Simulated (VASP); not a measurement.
Rh, 1 atom in the cell. Symmetry: Fm-3m, No. 225, cubic system. Conventional cell: a = 3.804 Å, b = 3.804 Å, c = 3.804 Å, α = 90.00°, β = 90.00°, γ = 90.00°. Within 3.5 Å of Rh (site symmetry m-3m) lie 12 Rh at 2.69 Å. 

- Program: VASP 6.6.1
- Task: single point
- Functional: HSE06
- Potentials or basis: VASP PAW PBE potentials, release 64 (Rh_pv)
- Cutoff: 520 eV
- k mesh: 6 × 6 × 6
- Occupations: fermi-dirac, width 0.1 eV
- Spin: no spin polarisation
- Dipole correction: no
- Grid for exact exchange (PRECFOCK): Normal
- Further INCAR settings: ALGO = Normal; EDIFF = 1e-06; NBANDS = 14
- Screening parameter: 0.2079 1/Å

Potentials or basis: VASP PAW PBE potentials, release 64 (Rh_pv).

Command:

```sh
$ cat potpaw_PBE.64/Rh_pv/POTCAR > POTCAR
$ cp INCAR.step1 INCAR
$ mpirun -np 1 vasp_std > vasp.out
$ cp INCAR.step2 INCAR
$ mpirun -np 1 vasp_std > vasp.out
```

Hardware: 1 thread of Intel(R) Xeon(R) Platinum 8259CL CPU @ 2.50GHz (Skylake/Cascade Lake), with other jobs on the host.

**Question.** How long does it take, and how much memory?

**Answer.** Run time: 19 min on 1 thread of Intel(R) Xeon(R) Platinum 8259CL CPU @ 2.50GHz (Skylake/Cascade Lake), on a shared host, peak memory 0.23 GiB. Counts: k points 16.
